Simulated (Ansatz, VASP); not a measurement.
## Co in VASP and in Ansatz

```
Co
1.0
     2.45397    0.00000    0.00000
    -1.22699    2.12520    0.00000
     0.00000    0.00000    3.95886
Co
2
Direct
  0.33333 0.66667 0.25000
  0.66667 0.33333 0.75000
```

Alike in both runs: functional PBE; k mesh 20 × 20 × 12; occupations gaussian, width 0.05 eV; no spin polarisation.

Ansatz relaxed the structure, and its values are those at the end. VASP's run is a single point on that final structure, the one shown.

|  | VASP | Ansatz |
| --- | --- | --- |
| version | VASP 6.6.1 | Ansatz 0.2.0 |
| potentials or method | VASP PAW PBE potentials, release 64 (Co), cutoff 520 eV | scalar-relativistic, plane waves, PAW |
| valence electrons in the cell | 18 | 34 |

Ansatz gave:

| Quantity | Value |
| --- | --- |
| gap on the k mesh at the Fermi level (eV) | none |
| pressure (GPa) | 0.0 |

Task: Estimate VASP's values.

Result: gap on the k mesh at the Fermi level (eV): none; pressure (GPa): -0.7.

A gap of «none» marks a metal or a gap that the smearing closes. VASP's potentials hold 18 valence electrons a cell and Ansatz's 34, so a difference there can come from the potentials and not from the codes.
